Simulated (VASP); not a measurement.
# BiTe (Immm) in VASP: a series of runs

Runs on BiTe. Level: PBE. Tasks: single point.

Everything below comes from runs of VASP 6.6.1. Logs are shortened: lines on timing, memory, paths and dates and some standing lists are left out, and cuts for length are marked.

## (1) The cell of the first run

Symmetry: Immm, No. 71, orthorhombic system. Conventional cell: a = 4.564 Å, b = 4.586 Å, c = 6.470 Å, α = 90.00°, β = 90.00°, γ = 90.00°. Bi (site symmetry mmm) has 6 Te at 3.23 to 3.24 Å within 4.3 Å. Within 4.3 Å of Te (site symmetry mmm) lie 6 Bi at 3.23 to 3.24 Å.

## (2) Single point, PBE (strain +0.0050 x Voigt [0, 0, 0, 0, 0, 1])

File INCAR:

```
PREC = Accurate
ENCUT = 520
EDIFF = 1E-6
ISMEAR = 0
SIGMA = 0.15
LREAL = F
LASPH = T
NELM = 100
ALGO = Normal
ISIF = 2
LWAVE = F
LCHARG = F
GGA = PE
NBANDS = 18
```

File KPOINTS:

```
regular mesh
0
Gamma
  14 14 14
```

File POSCAR:

```
BiTe
1.0
    0.0080875000      3.2350000000      3.2350000000
    3.2350000000      0.0080875000      3.2350000000
    3.2430875000      3.2430875000      0.0000000000
Bi Te
1 1
Direct
    0.0000000000      0.0000000000      0.0000000000
    0.5000000000      0.5000000000      0.5000000000
```

Potentials or basis: VASP PAW PBE potentials, release 64 (Bi_d, Te).

Run with:

```bash
$ cat potpaw_PBE.64/Bi_d/POTCAR potpaw_PBE.64/Te/POTCAR > POTCAR
$ mpirun -np 1 vasp_std > vasp.out
```

OUTCAR:

```text
PREC = Accurate
   ENCUT = 520
   EDIFF = 1E-6
   ISMEAR = 0
   LREAL = F
   LASPH = T
   NELM = 100
   ISIF = 2
   GGA = PE

 ion  position               nearest neighbor table
   1  0.000  0.000  0.000-   2 3.23   2 3.23   2 3.24   2 3.24   2 3.24   2 3.24
   2  0.500  0.500  0.500-   1 3.23   1 3.23   1 3.24   1 3.24   1 3.24   1 3.24

  LATTYP: Found a body centered orthorhombic cell.
 ALAT       =     4.5635434221
 B/A-ratio  =     1.0050125313
 C/A-ratio  =     1.4177579573

  Lattice vectors:

 A1 = (   3.2350000000,   0.0080875000,  -3.2350000000)
 A2 = (  -3.2350000000,  -0.0080875000,  -3.2350000000)
 A3 = (   0.0080875000,   3.2350000000,   3.2350000000)

Analysis of symmetry for initial positions (statically):
=====================================================================
 Subroutine PRICEL returns:
 Original cell was already a primitive cell.

 Routine SETGRP: Setting up the symmetry group for a
 body centered orthorhombic supercell.

 Subroutine GETGRP returns: Found  8 space group operations
 (whereof  8 operations were pure point group operations)
 out of a pool of  8 trial point group operations.

The static configuration has the point symmetry D_2h.

Analysis of symmetry for dynamics (positions and initial velocities):
=====================================================================
 Subroutine PRICEL returns:
 Original cell was already a primitive cell.

 Routine SETGRP: Setting up the symmetry group for a
 body centered orthorhombic supercell.

 Subroutine GETGRP returns: Found  8 space group operations
 (whereof  8 operations were pure point group operations)
 out of a pool of  8 trial point group operations.

The dynamic configuration has the point symmetry D_2h.

 Subroutine INISYM returns: Found  8 space group operations
 (whereof  8 operations are pure point group operations),
 and found     1 'primitive' translations

----------------------------------------------------------------------------------------

                                     Primitive cell

  volume of cell :      67.7096

  direct lattice vectors                    reciprocal lattice vectors
     0.008087500  3.235000000  3.235000000    -0.154946873  0.154946873  0.154559505
     3.235000000  0.008087500  3.235000000     0.154946873 -0.154946873  0.154559505
     3.243087500  3.243087500  0.000000000     0.154174070  0.154174070 -0.154559505

  length of vectors
     4.574988023  4.574988023  4.586418326     0.268152396  0.268152396  0.267260039

  position of ions in fractional coordinates (direct lattice)
     0.000000000  0.000000000  0.000000000
     0.500000000  0.500000000  0.500000000

  ion indices of the primitive-cell ions
   primitive index   ion index
                 1           1
                 2           2

----------------------------------------------------------------------------------------

 KPOINTS: regular mesh

Automatic generation of k-mesh.
 Grid dimensions read from file:
 generate k-points for:   14   14   14

 Generating k-lattice:

  Cartesian coordinates                     Fractional coordinates (reciprocal lattice)
    -0.011067634  0.011067634  0.011039965     0.071428571 -0.000000000  0.000000000
     0.011067634 -0.011067634  0.011039965    -0.000000000  0.071428571  0.000000000
     0.011012434  0.011012434 -0.011039965     0.000000000  0.000000000  0.071428571

  Length of vectors
     0.019153743  0.019153743  0.019090003

  Shift w.r.t. Gamma in fractional coordinates (k-lattice)
     0.000000000  0.000000000  0.000000000

 Subroutine IBZKPT returns following result:
 ===========================================

 Found    428 irreducible k-points:

 Following reciprocal coordinates:
            Coordinates               Weight
  0.000000  0.000000  0.000000      1.000000
  0.071429  0.000000  0.000000      4.000000
  0.142857  0.000000  0.000000      4.000000
  0.214286 -0.000000  0.000000      4.000000
  0.285714 -0.000000  0.000000      4.000000
  0.357143  0.000000  0.000000      4.000000
[... 16 lines left out ...]
  0.214286  0.142857  0.000000      4.000000
  0.285714  0.142857  0.000000      4.000000
 [... further k-points ...]
   k-points           NKPTS =    428   k-points in BZ     NKDIM =    428   number of bands    NBANDS=     18
   number of dos      NEDOS =    301   number of ions     NIONS =      2
   total plane-waves  NPLWV =  46656
   dimension x,y,z NGX =    36 NGY =   36 NGZ =   36
   dimension x,y,z NGXF=    72 NGYF=   72 NGZF=   72
   ions per type =               1   1
   NGX,Y,Z   is equivalent  to a cutoff of  13.08, 13.08, 13.05 a.u.
   NGXF,Y,Z  is equivalent  to a cutoff of  26.16, 26.16, 26.10 a.u.
 SYSTEM =  unknown system
   PREC   = accura    normal or accurate (medium, high low for compatibility)
   ISTART =      0    job   : 0-new  1-cont  2-samecut
   ICHARG =      2    charge: 1-file 2-atom 10-const
   ISPIN  =      1    spin polarized calculation?
   LNONCOLLINEAR =      F non collinear calculations
   LSORBIT =      F    spin-orbit coupling
   LASPH  =      T    aspherical Exc in radial PAW
   ENCUT  =  520.0 eV  38.22 Ry    6.18 a.u.   8.51  8.51  8.53*2*pi/ulx,y,z
   NELM   =    100;   NELMIN=  2; NELMDL= -5     # of ELM steps
   EDIFF  = 0.1E-05   stopping-criterion for ELM
   LREAL  =      F    real-space projection
   EDIFFG = 0.1E-04   stopping-criterion for IOM
   NSW    =      0    number of steps for IOM
   IBRION =     -1    ionic relax: 0-MD 1-quasi-New 2-CG
   NFREE  =      0    steps in history (QN), initial steepest desc. (CG)
   ISIF   =      2    stress and relaxation
   ISYM   =      2    0-nonsym 1-usesym 2-fastsym
   POTIM  = 0.5000    time-step for ionic-motion
   TEBEG  =    0.0;   TEEND  =   0.0 temperature during run
   PSTRESS=    0.0 pullay stress
   NELECT =      21.0000    total number of electrons
   NUPDOWN=      -1.0000    fix difference up-down
   EMIN   =  10.00;   EMAX   =-10.00  energy-range for DOS
   EFERMI =   0.00;   METHOD = LEGACY
   ISMEAR =     0;   SIGMA  =   0.15  broadening in eV -4-tet -1-fermi 0-gaus
   EFERMI_NEDOS =   21; number of points for ismear=-14 and -15
   IALGO  =     38    algorithm
   IMIX   =      4    mixing-type and parameters
     AMIX     =   0.40;   BMIX     =  1.00
     AMIX_MAG =   1.60;   BMIX_MAG =  1.00
  volume/ion in A,a.u.               =      33.85       228.46
  Fermi-wavevector in a.u.,A,eV,Ry     =   1.108148  2.094097 16.707854  1.227993
  Thomas-Fermi vector in A             =   2.244672
   LORBIT       =      0    0 simple, 1 ext, 2 COOP (PROOUT), +10 PAW based schemes
   GGA     = PE    functional components
   LHFCALC =     F    Hartree Fock is set to
   AEXX    =    0.0000 exact exchange contribution
   IVDW    =     0    specifies the selected vdW correction
   LEPSILON=     F    determine dielectric tensor
   LRPA    =     F    only Hartree local field effects (RPA)
 non-spin polarized calculation
 Gauss-broadening in eV      SIGMA  =   0.15
  energy-cutoff  :      520.00
  volume of cell :       67.71
 maximum number of plane-waves:      1845
 NGX is ok and might be reduce to    36
   NGX = 17   NGY = 17   NGZ = 17

 number of electron      21.0000001 magnetization

 Free energy of the ion-electron system (eV)
  ---------------------------------------------------
  ext. energy  EPLUGINS =         0.00000000
  ---------------------------------------------------
  free energy    TOTEN  =        -7.17981769 eV

  energy without entropy =       -7.16349882  energy(sigma->0) =       -7.17165825

 E-fermi :   6.6650     XC(G=0):  -9.4343

 val. band max:        6.6628716657   @ k =  -0.2857   0.5000   0.3571
 cond. band min:       6.6717915334   @ k =   0.5000  -0.0000   0.0714
 fundamental gap:      0.0089198677
 Fermi energy:         6.6650461714

 k-point     1 :       0.0000    0.0000    0.0000
  band No.  band energies     occupation
      1     -16.5001      2.00000
      2     -16.5000      2.00000
      3     -16.4973      2.00000
      4     -16.4971      2.00000
      5     -16.4968      2.00000
      6      -6.8728      2.00000
[... 10 lines left out ...]
     17      12.7662      0.00000
     18      13.2090      0.00000

 k-point     2 :       0.0714    0.0000    0.0000
  band No.  band energies     occupation
      1     -16.5002      2.00000
      2     -16.5002      2.00000
      3     -16.4971      2.00000
      4     -16.4969      2.00000
      5     -16.4966      2.00000
      6      -6.8270      2.00000
[... 10 lines left out ...]
     17      13.0931      0.00000
     18      13.5806      0.00000

 k-point     3 :       0.1429    0.0000    0.0000
  band No.  band energies     occupation
      1     -16.5008      2.00000
      2     -16.5008      2.00000
      3     -16.4965      2.00000
      4     -16.4962      2.00000
      5     -16.4957      2.00000
      6      -6.6904      2.00000
[... 10 lines left out ...]
     17      13.9033      0.00000
     18      14.2840      0.00000

 k-point     4 :       0.2143   -0.0000    0.0000
  band No.  band energies     occupation
      1     -16.5018      2.00000
      2     -16.5018      2.00000
      3     -16.4961      2.00000
      4     -16.4947      2.00000
      5     -16.4943      2.00000
      6      -6.4647      2.00000
[... 375 lines left out ...]
      4     -16.4954      2.00000
      5     -16.4949      2.00000
      6      -6.6331      2.00000
[... 10 lines left out ...]
     17      13.1779      0.00000
     18      13.5112      0.00000

 k-point    23 :       0.2143    0.1429    0.0000
  band No.  band energies     occupation
      1     -16.5036      2.00000
      2     -16.4992      2.00000
      3     -16.4978      2.00000
      4     -16.4942      2.00000
      5     -16.4939      2.00000
      6      -6.4718      2.00000
[... 10 lines left out ...]
     17      13.6095      0.00000
     18      13.8969      0.00000

 k-point    24 :       0.2857    0.1429    0.0000
  band No.  band energies     occupation
      1     -16.5048      2.00000
      2     -16.4998      2.00000
      3     -16.4973      2.00000
      4     -16.4929      2.00000
      5     -16.4926      2.00000
      6      -6.2257      2.00000
[... 10 lines left out ...]
     17      14.4540      0.00000
     18      14.7142      0.00000

 [... further k-points ...]

------------------------ aborting loop because EDIFF is reached ----------------------------------------

  FORCE on cell =-STRESS in cart. coord.  units (eV):
  Direction    XX          YY          ZZ          XY          YZ          ZX
  --------------------------------------------------------------------------------------
  -------------------------------------------------------------------------------------
  Total        0.2904548      0.2904548      0.2901065      0.0003579      0.0000000      0.0000000
  in kB        6.8728836      6.8728836      6.8646433      0.0084686      0.0000000      0.0000000
  external PRESSURE =       6.8701368 kB  Pullay stress =       0.0000000 kB

 VOLUME and BASIS-vectors are now :
 -----------------------------------------------------------------------------
  energy-cutoff  :      520.00
  volume of cell :       67.71
      direct lattice vectors                 reciprocal lattice vectors
     0.008087500  3.235000000  3.235000000    -0.154946873  0.154946873  0.154559505
     3.235000000  0.008087500  3.235000000     0.154946873 -0.154946873  0.154559505
     3.243087500  3.243087500  0.000000000     0.154174070  0.154174070 -0.154559505

 POSITION                                       TOTAL-FORCE (eV/Angst)
 -----------------------------------------------------------------------------------
      0.00000      0.00000      0.00000        -0.000000     -0.000000      0.000000
      3.24309      3.24309      3.23500         0.000000      0.000000      0.000000
 -----------------------------------------------------------------------------------
    total drift:                               -0.000000      0.000000      0.000000

  FREE ENERGIE OF THE ION-ELECTRON SYSTEM (eV)
  ---------------------------------------------------
  free  energy   TOTEN  =        -7.1798176865 eV

  energy  without entropy=       -7.1634988162  energy(sigma->0) =       -7.17165825
```

Run time: 2.5 min. Hardware: 1 thread of Intel Xeon 6975P-C (Granite Rapids), shared host; peak memory 0.61 GiB.

What came out:

| Quantity | Value |
| --- | --- |
| Free energy | -7.1798 eV |
| Pressure | 0.7 GPa |
| Band gap on the k mesh | zero (an odd number of electrons rules out a gap without spin polarisation) |

Caveat: the cell differs from its parent crystal (strain +0.0050 x Voigt [0, 0, 0, 0, 0, 1]); spin-orbit coupling is left out, which moves the levels of the heavy elements.

## (3) Single point, PBE (strain +0.0175 x Voigt [0, 0, 0, 0, 0, 1])

File INCAR:

```
SYSTEM = BiTe
PREC = Accurate ; ENCUT = 520
EDIFF = 1E-6 ; ISMEAR = 0
SIGMA = 0.15 ; LREAL = .FALSE.
LASPH = .TRUE. ; NELM = 100
ALGO = Normal ; ISIF = 2
LWAVE = .FALSE. ; LCHARG = .FALSE.
GGA = PE ; NBANDS = 18
```

File KPOINTS:

```
Automatic mesh
0
G
  14 14 14
  0 0 0
```

File POSCAR:

```
BiTe
1.0
    0.0283062500      3.2350000000      3.2350000000
    3.2350000000      0.0283062500      3.2350000000
    3.2633062500      3.2633062500      0.0000000000
Bi Te
1 1
Direct
    0.0000000000      0.0000000000      0.0000000000
    0.5000000000      0.5000000000      0.5000000000
```

Potentials or basis: VASP PAW PBE potentials, release 64 (Bi_d, Te).

Run with:

```bash
$ cat potpaw_PBE.64/Bi_d/POTCAR potpaw_PBE.64/Te/POTCAR > POTCAR
$ mpirun -np 1 vasp_std > vasp.out
```

Wall time 2.4 min (1 thread of Intel Xeon 6975P-C (Granite Rapids), shared host); peak memory 0.61 GiB.

It converged, with:

| Property | Result |
| --- | --- |
| Free energy | -7.1798 eV |
| Pressure | 0.7 GPa |
| Band gap on the k mesh | zero (an odd number of electrons rules out a gap without spin polarisation) |

Levels at points of the mesh, in eV from the Fermi level:
| k point | band 8 | band 9 | band 10 | band 11 | band 12 | band 13 |
| --- | --- | --- | --- | --- | --- | --- |
| (0.00, 0.00, 0.00) | -2.64 | -2.56 | -2.48 | 2.11 | 2.14 | 2.17 |
| (0.50, 0.00, 0.00) | -1.98 | -1.94 | -1.64 | -0.88 | -0.69 | -0.64 |
| (0.50, 0.50, 0.00) | -5.67 | -4.11 | -3.94 | 2.23 | 3.54 | 3.61 |
| (0.00, 0.00, 0.50) | -1.93 | -1.88 | -1.58 | -0.80 | -0.62 | -0.58 |
| (0.50, 0.00, 0.50) | -5.67 | -4.03 | -4.03 | 2.23 | 3.57 | 3.58 |

Caveat: the cell differs from its parent crystal (strain +0.0175 x Voigt [0, 0, 0, 0, 0, 1]); spin-orbit coupling is left out, which moves the levels of the heavy elements.

(Continued in part 2 of 2.)
